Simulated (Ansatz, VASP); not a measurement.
**Two plane-wave programs on GaN**

```
Ga N
1.0
    -3.21843    0.00000    0.00000
    -1.60921   -2.78724    0.00000
     0.00000    0.00000   10.33606
Ga N
4 4
Direct
  0.33333 0.33333 0.15808
  0.33333 0.33333 0.66533
  0.66667 0.66667 0.91896
  0.66667 0.66667 0.41171
  0.33333 0.33333 0.85644
  0.33333 0.33333 0.34918
  0.66667 0.66667 0.09555
  0.66667 0.66667 0.60281
```

Alike in both runs: task single point; functional PBE; k mesh 10 × 10 × 3; occupations gaussian, width 0.05 eV; no spin polarisation.

```csv
,VASP,Ansatz
version,VASP 6.6.1,Ansatz 0.2.0
potentials or method,"VASP PAW PBE potentials, release 64 (Ga_d, N), cutoff 520 eV","scalar-relativistic, plane waves, PAW"
valence electrons in the cell,72,72
```

VASP gave:

| Property | Result |
| --- | --- |
| gap on the k mesh at the Fermi level (eV) | 1.75 |
| least direct gap on the mesh (eV) | 1.75 |
| pressure (GPa) | 3.3 |
| traceless stress, the component that is largest in VASP (GPa) | 5.26 |
| rms of the force components (eV/Å) | 0.682 |

Q: Which values does Ansatz return?

A: gap on the k mesh at the Fermi level (eV): 1.75; least direct gap on the mesh (eV): 1.75; pressure (GPa): 3.3; traceless stress, the component that is largest in VASP (GPa): 5.30; rms of the force components (eV/Å): 0.693.

Atom by atom the forces differ by 0.011 eV/Å (rms over components).
